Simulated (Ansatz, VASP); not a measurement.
## One calculation of Ge, two programs

```
Ge
1.0
     0.00000    2.23229    2.23222
     1.84311    0.00000    2.23222
     1.84311    2.23229    0.00000
Ge
1
Direct
  0.00000 0.00000 0.00000
```

Alike in both runs: functional PBEsol; k mesh 22 × 22 × 22; occupations gaussian, width 0.1 eV; no spin polarisation.

Ansatz relaxed the structure, and its values are those at the end. VASP's run is a single point on that final structure, the one shown.

```csv
,VASP,Ansatz
version,VASP 6.6.1,Ansatz 0.2.0
potentials or method,"VASP PAW PBE potentials, release 64 (Ge_d), cutoff 520 eV","scalar-relativistic, plane waves, PAW"
valence electrons in the cell,14,14
```

Ansatz gave:

```
gap on the k mesh at the Fermi level (eV) : none
pressure (GPa)                            : 0.0
```

Problem. What did VASP give for the same quantities?

Solution. gap on the k mesh at the Fermi level (eV): none; pressure (GPa): 0.1.

VASP's potentials were made for PBE, not for PBEsol. A gap of «none» marks a metal or a gap that the smearing closes. With one functional, cell and mesh, what is left measures potentials, basis and numerics.
